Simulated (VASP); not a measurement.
## C: single point with LDA

The system is C.

```xyz
2
Lattice="1.2280 0.7090 3.3470 -1.2280 0.7090 3.3470 0.0000 -1.4180 3.3470" Properties=species:S:1:pos:R:3 pbc="T T T"
C     0.0000    0.0000    1.9467
C     0.0000    0.0000    8.3943
```

This cell differs from its parent crystal: atom 1 (C) moved by (+0.000, +0.300) A along [1 1 0] and z.

```yaml
Program: VASP 6.6.1
Task: single point
Functional: LDA
Potentials_or_basis: VASP PAW LDA potentials, release 64 (C)
Cutoff: 520 eV
k_mesh: 12 × 12 × 12
Occupations: gaussian, width 0.05 eV
Spin: no spin polarisation
Dipole_correction: no
Further_INCAR_settings: ALGO = Normal; EDIFF = 1e-06; NBANDS = 11
```

| Item | Value |
| --- | --- |
| Pressure | -6.8 GPa |
| Largest force | 4.312 eV/Å |

Forces on the atoms (eV/Å):
```
C    0.000  0.000 -4.312
C    0.000  0.000  4.312
```

Stress tensor (GPa, compression positive):
```
 -5.07   0.00   0.00
  0.00  -5.07   0.00
  0.00   0.00 -10.35
```

Run time: 19 s on 1 thread of Intel(R) Xeon(R) 6975P-C (Granite Rapids), with other jobs on the host, peak memory 0.15 GiB.

Caveat: the cell differs from its parent crystal (atom 1 (C) moved by (+0.000, +0.300) A along [1 1 0] and z); the stress differs along the axes, from -10 to -5 GPa; forces of over 1 eV/Å act on the atoms, so gaps and moduli don't describe the material at rest.
